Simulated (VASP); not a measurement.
# LiSi3N2 (P-6m2) in VASP: a series of runs, part 2 of 2

VASP 6.6.1. The steps go on from the part before.

### 3 Single point, PBE

This run uses another cell than the first one, of 13.95 Å³/atom.

INCAR reads:

```
ALGO = Normal
EDIFF = 1E-6
ENCUT = 520
GGA = PE
ISIF = 2
ISMEAR = 0
LASPH = True
LCHARG = True
LELF = True
LREAL = False
LVHAR = True
LWAVE = False
NBANDS = 22
NELM = 60
PREC = Accurate
SIGMA = 0.1
```

KPOINTS reads:

```
k-points
0
Gamma
  6 6 4
```

POSCAR reads:

```
LiSi3N2
1.0
    4.4344421091      0.0000000000      0.0000000000
   -2.2172210546      3.8403395181      0.0000000000
    0.0000000000      0.0000000000      4.9159847075
Li Si N
1 3 2
Direct
    0.3333333333      0.6666666667      0.5000000000
    0.0000000000      0.0000000000      0.7624048173
    0.0000000000      0.0000000000      0.2375951827
    0.6666666667      0.3333333333      0.0000000000
    0.3333333333      0.6666666667      0.1223123982
    0.3333333333      0.6666666667      0.8776876018
```

Potentials or basis: VASP PAW PBE potentials, release 64 (Li_sv, Si, N).

Launch:

```bash
> cat potpaw_PBE.64/Li_sv/POTCAR potpaw_PBE.64/Si/POTCAR potpaw_PBE.64/N/POTCAR > POTCAR
> mpirun -np 1 vasp_std > vasp.out
```

Wall time 52 s (1 thread of Oxide Virtual Turin-like, shared host); peak memory 0.18 GiB.

The run converged. Its results:

```
Free energy            : -31.5584 eV
Largest force          : 0.347 eV/Å
Band gap on the k mesh : zero (an odd number of electrons rules out a gap without spin polarisation)
```

Forces in eV/Å, atoms in the order of the input:
```
Li   0.000  0.000  0.000
Si   0.000  0.000 -0.010
Si   0.000  0.000  0.010
Si   0.000  0.000  0.000
N    0.000  0.000  0.347
N    0.000  0.000 -0.347
```

Levels at points of the mesh, in eV from the Fermi level:
| k point | band 8 | band 9 | band 10 | band 11 | band 12 | band 13 | band 14 | band 15 | band 16 | band 17 |
| --- | --- | --- | --- | --- | --- | --- | --- | --- | --- | --- |
| (0.00, 0.00, 0.00) | -4.94 | -3.38 | -2.65 | -2.58 | -2.58 | 0.02 | 0.02 | 3.09 | 3.09 | 3.19 |
| (0.50, 0.00, 0.00) | -4.66 | -4.40 | -3.45 | -1.02 | -0.76 | -0.74 | 0.68 | 2.13 | 2.73 | 3.14 |
| (0.00, 0.00, 0.50) | -5.93 | -3.03 | -2.11 | -2.11 | -1.08 | -1.08 | 0.55 | 1.40 | 1.40 | 2.47 |
| (0.50, 0.00, 0.50) | -6.02 | -3.92 | -2.90 | -2.13 | -0.38 | 1.29 | 1.66 | 2.59 | 3.27 | 3.31 |

Caveat: the cutoff is under 1.25 times the usual one of these potentials, so pressure, stress and relaxed cells hold a basis-set (Pulay) error; the standard files for N, O and F lose accuracy on very short bonds; an odd number of electrons without spin polarisation forces a metal; a magnetic or distorted state may lie lower.

### 4 Single point, PBE

This run uses another cell than the first one, of 13.82 Å³/atom.

INCAR reads:

```
SYSTEM = LiSi3N2
PREC = Accurate ; ENCUT = 520
EDIFF = 1E-7 ; ISMEAR = 0
SIGMA = 0.1 ; LREAL = .False.
LASPH = .True. ; NELM = 60
ALGO = Fast ; ISIF = 2
LWAVE = .False. ; LCHARG = .False.
GGA = PE ; NBANDS = 22
```

KPOINTS reads:

```
regular mesh
0
Gamma
  12 12 8
  0 0 0
```

POSCAR reads:

```
LiSi3N2
1.0
    4.4301594567      0.0000000000      0.0000000000
   -2.2150797284      3.8366306323      0.0000000000
    0.0000000000      0.0000000000      4.8793918542
Li Si N
1 3 2
Direct
    0.3333333333      0.6666666667      0.5000000000
    0.0000000000      0.0000000000      0.7581746592
    0.0000000000      0.0000000000      0.2418253408
    0.6666666667      0.3333333333      0.0000000000
    0.3333333333      0.6666666667      0.1233877729
    0.3333333333      0.6666666667      0.8766122271
```

Launch:

```bash
> cat potpaw_PBE.64/Li_sv/POTCAR potpaw_PBE.64/Si/POTCAR potpaw_PBE.64/N/POTCAR > POTCAR
> mpirun -np 1 vasp_std > vasp.out
```

It took 9.5 min on 1 thread of Oxide Virtual Turin-like, shared host; peak memory 0.26 GiB.

Results (log left out):

```
Free energy            : -31.5379 eV
Largest force          : 0.362 eV/Å
Band gap on the k mesh : zero (an odd number of electrons rules out a gap without spin polarisation)
```

Forces on the atoms (eV/Å):
```
Li   0.000  0.000  0.000
Si   0.000  0.000 -0.002
Si   0.000  0.000  0.002
Si   0.000  0.000  0.000
N    0.000  0.000  0.362
N    0.000  0.000 -0.362
```

Levels at points of the mesh, in eV from the Fermi level:
```
           k point  band 9  band 10  band 11  band 12  band 13  band 14  band 15  band 16
(0.00, 0.00, 0.00)   -3.33    -2.64    -2.60    -2.60     0.05     0.05     3.03     3.03
(0.50, 0.00, 0.00)   -4.36    -3.45    -1.04    -0.73    -0.72     0.62     2.15     2.67
(0.00, 0.00, 0.50)   -3.01    -2.09    -2.09    -1.13    -1.13     0.48     1.34     1.34
(0.50, 0.00, 0.50)   -3.87    -2.96    -2.19    -0.34     1.24     1.68     2.81     3.25
```

Caveat: the cutoff is under 1.25 times the usual one of these potentials, so pressure, stress and relaxed cells hold a basis-set (Pulay) error; the standard files for N, O and F lose accuracy on very short bonds; an odd number of electrons without spin polarisation forces a metal; a magnetic or distorted state may lie lower.

### 5 Relaxation of cell and atoms, PBE

INCAR reads:

```
ALGO     = Normal         # electronic algorithm
EDIFF    = 1E-6           # SCF threshold, eV
EDIFFG   = -0.04          # ionic threshold
ENCUT    = 600            # plane-wave cutoff, eV
GGA      = PE             # functional
IBRION   = 2              # ionic algorithm
ISIF     = 3              # what is computed and relaxed
ISMEAR   = 0              # smearing method
LASPH    = T              # aspherical terms in the spheres
LCHARG   = F              # write CHGCAR
LREAL    = F              # projectors in reciprocal space
LWAVE    = F              # write WAVECAR
NELM     = 60             # most SCF steps
NSW      = 90             # ionic steps
PREC     = Accurate       # precision mode
SIGMA    = 0.1            # smearing width, eV
```

KPOINTS reads:

```
k-points
0
Gamma
  6 6 4
```

POSCAR reads:

```
LiSi3N2
1.0
    4.2321643600      0.0000000000      0.0000000000
   -2.1160821800      3.6651618500      0.0000000000
    0.0000000000      0.0000000000      5.4303703800
Li Si N
1 3 2
Direct
    0.3333333300      0.6666666700      0.5000000000
    0.0000000000      0.0000000000      0.7076736000
    0.0000000000      0.0000000000      0.2923264000
    0.6666666700      0.3333333300      0.0000000000
    0.3333333300      0.6666666700      0.1829064300
    0.3333333300      0.6666666700      0.8170935700
```

Launch:

```bash
> cat potpaw_PBE.64/Li_sv/POTCAR potpaw_PBE.64/Si/POTCAR potpaw_PBE.64/N/POTCAR > POTCAR
> mpirun -np 1 vasp_std > vasp.out
```

Wall time 14 min (1 thread of Oxide Virtual Turin-like, shared host); peak memory 0.22 GiB.

Results (log left out):

- Free energy: -31.5657 eV
- Relaxed volume: 13.96 Å³/atom
- Relaxed cell: a = 4.435 Å, b = 4.435 Å, c = 4.916 Å, α = 90.00°, β = 90.00°, γ = 120.00°
- Space group after relaxing (to 0.1 Å): P-6m2 (No. 187)
- Pressure after relaxing: 0.0 GPa
- Largest force after relaxing: 0.036 eV/Å
- Band gap on the k mesh: zero (an odd number of electrons rules out a gap without spin polarisation)

Forces on the atoms (eV/Å):
```
Li   0.000  0.000  0.000
Si   0.000  0.000 -0.029
Si   0.000  0.000  0.029
Si   0.000  0.000  0.000
N    0.000  0.000 -0.036
N    0.000  0.000  0.036
```

Stress tensor (GPa, compression positive):
```
 0.06  0.00  0.00
 0.00  0.06  0.00
 0.00  0.00 -0.03
```

Final structure:
```cif
data_structure
_symmetry_space_group_name_H-M 'P 1'
_symmetry_Int_Tables_number 1
_cell_length_a 4.4348
_cell_length_b 4.4348
_cell_length_c 4.9158
_cell_angle_alpha 90.000
_cell_angle_beta 90.000
_cell_angle_gamma 120.000
_cell_volume 83.73
loop_
_atom_site_label
_atom_site_type_symbol
_atom_site_fract_x
_atom_site_fract_y
_atom_site_fract_z
_atom_site_occupancy
Li1 Li 0.33333 0.66667 0.50000 1
Si1 Si 0.00000 0.00000 0.76281 1
Si2 Si 0.00000 0.00000 0.23719 1
Si3 Si 0.66667 0.33333 0.00000 1
N1 N 0.33333 0.66667 0.12291 1
N2 N 0.33333 0.66667 0.87709 1
```

Levels at points of the mesh, in eV from the Fermi level:
```csv
k point,band 8,band 9,band 10,band 11,band 12,band 13,band 14,band 15,band 16
"(0.00, 0.00, 0.00)",-4.91,-3.38,-2.65,-2.57,-2.57,0.00,0.00,3.32,3.32
"(0.50, 0.00, 0.00)",-4.63,-4.39,-3.43,-1.00,-0.76,-0.75,0.69,2.14,2.74
"(0.00, 0.00, 0.50)",-5.92,-3.03,-2.11,-2.11,-1.08,-1.08,0.56,1.40,1.40
"(0.50, 0.00, 0.50)",-6.01,-3.86,-2.89,-2.13,-0.36,1.29,1.65,2.58,3.27
```

Caveat: the cutoff is under 1.25 times the usual one of these potentials, so pressure, stress and relaxed cells hold a basis-set (Pulay) error; an odd number of electrons without spin polarisation forces a metal; a magnetic or distorted state may lie lower.

### 6 Summary

```tsv
task	cell	k mesh	cutoff (eV)	gap on the mesh (eV)	largest force (eV/Å)
single point	a = 4.232, b = 4.232, c = 5.430 Å, angles 90.0, 90.0, 120.0°, 6 atoms, atomic positions A	6 × 6 × 4	520	none	3.95
single point	a = 4.434, b = 4.434, c = 4.916 Å, angles 90.0, 90.0, 120.0°, 6 atoms, atomic positions B	6 × 6 × 4	520	none	0.35
single point	a = 4.430, b = 4.430, c = 4.879 Å, angles 90.0, 90.0, 120.0°, 6 atoms, atomic positions C	12 × 12 × 8	520	none	0.36
relaxation of cell and atoms	relaxed from a = 4.232, b = 4.232, c = 5.430 Å, angles 90.0, 90.0, 120.0°, 6 atoms, atomic positions A	6 × 6 × 4	600	none	0.04
```

Alike in all rows: level PBE; potentials or basis VASP PAW PBE potentials, release 64 (Li_sv, Si, N); no spin polarisation; smearing gaussian 0.1 eV.

Caveats: the cutoff is under 1.25 times the usual one of these potentials, so pressure, stress and relaxed cells hold a basis-set (Pulay) error; an odd number of electrons without spin polarisation forces a metal; a magnetic or distorted state may lie lower; the standard files for N, O and F lose accuracy on very short bonds (at least some runs).

Total energies depend on the potentials used, so only differences within one code and one set of settings carry meaning.
